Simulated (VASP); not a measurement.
Runs of VASP 6.6.1 on Si2P3. The structure is that of space group P-3m1 (No. 164), or close to it. The cells are those of the table. 

```tsv
task	cell	k mesh	cutoff (eV)	gap on the mesh (eV)	pressure (GPa)	relaxed volume (Å³/atom)	largest force (eV/Å)
relaxation of cell and atoms	relaxed from a = 3.465, b = 3.465, c = 7.748 Å, angles 90.0, 90.0, 120.0°, 5 atoms	12 × 12 × 6	600	none	0.0	(b)	-
single point	a = 3.466, b = 3.466, c = 7.774 Å, angles 90.0, 90.0, 120.0°, 5 atoms	12 × 12 × 6	520	none	-0.1	-	0.02
relaxation of cell and atoms	relaxed from a = 4.214, b = 4.214, c = 5.088 Å, angles 90.0, 90.0, 120.0°, 5 atoms	6 × 6 × 4	600	none	-0.2	16.28	0.04
single point	a = 3.465, b = 3.465, c = 7.748 Å, angles 90.0, 90.0, 120.0°, 5 atoms	6 × 6 × 4	520	none	-0.1	-	(a)
single point	a = 4.214, b = 4.214, c = 5.088 Å, angles 90.0, 90.0, 120.0°, 5 atoms	6 × 6 × 4	520	none	0.8	-	0.95
```

Alike in all rows: level PBE; potentials or basis VASP PAW PBE potentials, release 64 (Si, P); no spin polarisation; smearing gaussian 0.1 eV.

Question: Estimate the missing entries.

Answer: (a) 0.05; (b) 16.19.

A gap of «none» marks levels without a gap at the run's occupations.
